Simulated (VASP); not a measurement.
Input of a VASP 6.6.1 run:

Contents of INCAR:

```
PREC = Accurate
ENCUT = 520
EDIFF = 1E-6
ISMEAR = -1
SIGMA = 0.01
LREAL = F
LASPH = T
NELM = 120
ALGO = Normal
ISIF = 2
LWAVE = F
LCHARG = T
GGA = PE
LELF = T
LVHAR = T
NBANDS = 91
GGA_COMPAT = F
```

Contents of KPOINTS:

```
regular mesh
0
Gamma
  1 1 1
```

File POSCAR:

```
Hf4Si3O16
1.0
    6.6465279248      0.0000000000      0.0000000000
    0.0000000000      6.6465279248      0.0000000000
    0.0000000000      0.0000000000      6.0147349639
Hf Si O
4 3 16
Direct
    0.0001146635     -0.0003855275     -0.0078740795
    0.5306435146      0.4952386898      0.5216155983
   -0.0579554471      0.5024910558      0.2182010364
    0.5013785292      0.0131837605      0.7501842894
    0.0122030117      0.4941249701      0.7501959767
    0.5010432769      0.0011906628      0.2429683597
   -0.0044217134      0.0016884718      0.4890531149
   -0.0121857670      0.8213886375      0.3003712293
    0.5555148521      0.3145066651      0.8168138250
    0.2173442179      0.4246618942      0.6085459722
    0.6836963042      0.0011243040      0.0607279026
    0.3138562187      0.0082287452      0.0655319705
    0.8475490177      0.5145996219      0.5579669190
   -0.0155600165      0.1878712530      0.3100273593
    0.4921119710      0.7063658969      0.7704104069
    0.2327252780      0.5144177663      0.3853450983
    0.8190688654     -0.0040613849      0.6783393895
    0.0153823515      0.6809487661      0.9229418524
    0.5022071863      0.1797979072      0.4281482318
   -0.0024483399      0.3146509403      0.9304756260
    0.5250768656      0.8045291281      0.4074090451
    0.1839302290     -0.0012667652      0.6667347321
    0.6486562488      0.5054283408      0.1928834880
```

Potentials or basis: VASP PAW PBE potentials, release 64 (Hf_pv, Si, O).

The run is started by

```console
$ cat potpaw_PBE.64/Hf_pv/POTCAR potpaw_PBE.64/Si/POTCAR potpaw_PBE.64/O/POTCAR > POTCAR
$ mpirun -np 1 vasp_gam > vasp.out
```

**Question.** Estimate the pressure.

**Answer.** 3.4 GPa.

**Question.** Predict the largest force.

**Answer.** 1.048 eV/Å.

Forces in eV/Å, atoms in the order of the input:
```
Hf  -0.105 -0.063  0.166
Hf  -0.127  0.155 -0.156
Hf  -0.449 -0.077 -0.813
Hf   0.093  0.168  0.377
Si  -0.097 -0.038  0.136
Si   0.194 -0.098 -0.070
Si  -0.028 -0.024 -0.112
O   -0.006 -0.110  0.368
O   -0.175  0.179 -0.216
O   -0.130 -0.264  0.136
O    0.289 -0.067  0.291
O   -0.255  0.008  0.466
O    0.063  0.036  0.479
O    0.034  0.267  0.450
O   -0.040 -0.239 -0.069
O    0.180  0.131  0.060
O   -0.323  0.054 -0.367
O    0.220  0.186 -0.386
O   -0.103 -0.213 -0.143
O    0.086 -0.228 -0.369
O   -0.068  0.231 -0.603
O    0.315  0.000 -0.578
O    0.435  0.008  0.954
```

Caveat: the k points lie up to 1.04 Å⁻¹ apart.
